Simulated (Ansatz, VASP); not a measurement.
**One calculation of MgO, two programs**

The input POSCAR:

```
MgO
1.0
    2.6118063923      0.0000000000      0.0000000000
    0.0000000000      2.6233491285      0.0000000000
    0.0000000000      0.0000000000      2.6233491285
Mg O
1 1
Direct
    0.0000000000      0.0000000000      0.0000000000
    0.5000000000      0.5000000000      0.5000000000
```

The input INCAR.step1:

```
ALGO = Normal
EDIFF = 1E-5
ENCUT = 750
GGA = PE
GGA_COMPAT = F
ISMEAR = 0
LASPH = T
LCHARG = F
LREAL = F
LWAVE = T
NBANDS = 15
NELM = 120
PREC = Accurate
SIGMA = 0.01
```

File INCAR.step2:

```
ALGO = Normal
EDIFF = 1E-6
ENCUT = 750
GGA_COMPAT = F
ISIF = 2
ISMEAR = 0
ISTART = 1
LASPH = T
LCHARG = F
LMIXTAU = T
LREAL = F
LWAVE = F
METAGGA = R2SCAN
NBANDS = 15
NELM = 120
PREC = Accurate
SIGMA = 0.01
```

The input KPOINTS:

```
k-points
0
Gamma
  10 10 10
```

Input for Ansatz:

```yaml
crystal:
  lattice:
    - [2.6118063923, 0.0, 0.0]
    - [0.0, 2.6233491285, 0.0]
    - [0.0, 0.0, 2.6233491285]
  atoms:
    - { symbol: Mg, position: [0.0, 0.0, 0.0] }
    - { symbol: O, position: [0.5, 0.5, 0.5] }
kpoints:
  mp_grid: { grid: [10, 10, 10] }
  band_path:
    path: [[0.0, 0.0, 0.0], [0.0, 0.5, 0.0], [0.5, 0.5, 0.0], [0.5, 0.5, 0.5]]
    npoints: 1
hamiltonian:
  xc: r2scan
scf:
  occupations: { method: fixed }
  n_extra_bands: 4
output:
  forces: true
  stress: true
  eigenvalues: true
```

Change from the starting cell: uniaxial_x strain -0.4%.

Alike in both runs: task single point; functional r2SCAN; k mesh 10 × 10 × 10; no spin polarisation.

|  | VASP | Ansatz |
| --- | --- | --- |
| version | VASP 6.6.1 | Ansatz 0.2.0 |
| potentials or method | VASP PAW PBE potentials, release 64 (Mg_sv, O) | plane waves, PAW |
| plane-wave cutoff (eV) | 750 | 500 |
| occupations | gaussian, width 0.01 eV | fixed |
| valence electrons in the cell | 16 | 16 |

Ansatz gave:

| Property | Result |
| --- | --- |
| gap on the k mesh at the Fermi level (eV) | 3.50 |
| pressure (GPa) | 0.7 |
| traceless stress, the component that is largest in VASP (GPa) | 2.07 |

What did VASP give for the same quantities?

gap on the k mesh at the Fermi level (eV): 3.54; pressure (GPa): 0.8; traceless stress, the component that is largest in VASP (GPa): 2.10.

VASP's potentials were made for PBE, not for r2SCAN.
